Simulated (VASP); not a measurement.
Write the native input for VASP 6.6.1 that does the following.

* Task: single point
* Functional: PBE
* Potentials or basis: VASP PAW PBE potentials, release 64 (Li_sv, Al, O)
* Cutoff: 520 eV
* k mesh: 12 × 12 × 2
* Occupations: gaussian, width 0.1 eV
* Spin: no spin polarisation
* Dipole correction: no
* Further INCAR settings: ALGO = Normal; EDIFF = 1e-06; NBANDS = 29

The structure of LiAl3O lies in POSCAR:

```
LiAl3O
1.0
    2.7681173954      0.0000000000      0.0000000000
   -1.3840586977      2.3972599851      0.0000000000
    0.0000000000      0.0000000000     18.2482773993
Li Al O
2 6 2
Direct
    0.6666666667      0.3333333333      0.1274271205
    0.3333333333      0.6666666667      0.8725728795
    0.0000000000      0.0000000000      0.0000000000
    0.0000000000      0.0000000000      0.7487306263
    0.6666666667      0.3333333333      0.6248387432
    0.0000000000      0.0000000000      0.2512693737
    0.3333333333      0.6666666667      0.3751612568
    0.0000000000      0.0000000000      0.5000000000
    0.3333333333      0.6666666667      0.0562983525
    0.6666666667      0.3333333333      0.9437016475
```

These files were run (other wordings do the same):

INCAR

```
PREC = Accurate ; ENCUT = 520
EDIFF = 1E-6 ; ISMEAR = 0
SIGMA = 0.1 ; LREAL = F
LASPH = T ; NELM = 60
ALGO = Normal ; ISIF = 2
LWAVE = F ; LCHARG = F
GGA = PE ; NBANDS = 29
```

KPOINTS

```
regular mesh
0
Gamma
  12 12 2
```

Potentials or basis: VASP PAW PBE potentials, release 64 (Li_sv, Al, O).

Launch:

```bash
$ cat potpaw_PBE.64/Li_sv/POTCAR potpaw_PBE.64/Al/POTCAR potpaw_PBE.64/O/POTCAR > POTCAR
$ mpirun -np 1 vasp_std > vasp.out
```

Results of the run:

- Largest force: 0.005 eV/Å
- Band gap on the k mesh: zero (bands 18 and 19 overlap by 2.56 eV)

It took 99 s on 1 thread of AMD EPYC 9R45 96-Core Processor (Zen 5), on a shared host, peak memory 0.29 GiB.
